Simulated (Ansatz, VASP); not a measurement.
## One calculation of CdSe, two programs

File POSCAR:

```
CdSe
1.0
    0.0000000000      3.0702711986      3.0702711986
    3.0702711986      0.0000000000      3.0702711986
    3.0702711986      3.0702711986      0.0000000000
Cd Se
1 1
Direct
    0.0000000000      0.0000000000      0.0000000000
    0.2500000000      0.2500000000      0.2500000000
```

File INCAR.step1:

```
PREC = Accurate
ENCUT = 520
EDIFF = 1E-5
ISMEAR = -1
SIGMA = 0.05
LREAL = F
LASPH = T
NELM = 80
ALGO = Normal
ISIF = 2
LWAVE = T
LCHARG = F
GGA = PE
NBANDS = 16
```

Contents of INCAR.step2:

```
PREC = Accurate
ENCUT = 520
EDIFF = 1E-6
ISMEAR = -1
SIGMA = 0.05
LREAL = F
LASPH = T
NELM = 80
ALGO = Normal
ISIF = 2
LWAVE = F
LCHARG = F
GGA = PE
LHFCALC = T
AEXX = 0.35
PRECFOCK = Normal
ISTART = 1
NBANDS = 16
```

Contents of KPOINTS:

```
regular mesh
0
Gamma
  4 4 4
```

Contents of input.yaml:

```yaml
crystal:
  lattice:
    - [0.0, 3.0702711986, 3.0702711986]
    - [3.0702711986, 0.0, 3.0702711986]
    - [3.0702711986, 3.0702711986, 0.0]
  atoms:
    - { symbol: Cd, position: [0.0, 0.0, 0.0] }
    - { symbol: Se, position: [0.25, 0.25, 0.25] }
hamiltonian:
  xc: { exchange: pbe, correlation: pbe, exx: { coeff: 0.35 } }
  pseudopotentials: { kind: paw }
kpoints:
  mp_grid: { grid: [4, 4, 4] }
scf:
  occupations: { method: fermi_dirac, width: 0.05 }
output:
  forces: true
  stress: true
  eigenvalues: true
  write_density: true
  write_potential: true
  elf: true
  volumetric_format: npy
```

Alike in both runs: task single point; functional PBE-based global hybrid with a share of 0.35 of exact exchange; k mesh 4 × 4 × 4; occupations fermi-dirac, width 0.05 eV; no spin polarisation.

|  | VASP | Ansatz |
| --- | --- | --- |
| version | VASP 6.6.1 | Ansatz 0.2.0 |
| potentials or method | VASP PAW PBE potentials, release 64 (Cd, Se) | Ansatz PAW |
| plane-wave cutoff (eV) | 520 | 420 |
| valence electrons in the cell | 18 | 36 |

|  | VASP | Ansatz | Ansatz less VASP |
| --- | --- | --- | --- |
| gap on the k mesh at the Fermi level (eV) | 2.88 | 2.82 | -0.061 |
| least direct gap on the mesh (eV) | 2.88 | 2.82 | -0.061 |
| pressure (GPa) | -0.4 | -0.4 | +0.01 |

VASP's potentials were made for PBE, not for PBE-based global hybrid. VASP's potentials hold 18 valence electrons a cell and Ansatz's 36, so a difference there can come from the potentials and not from the codes.

The k mesh is coarse, so the values compare programs but aren't converged.
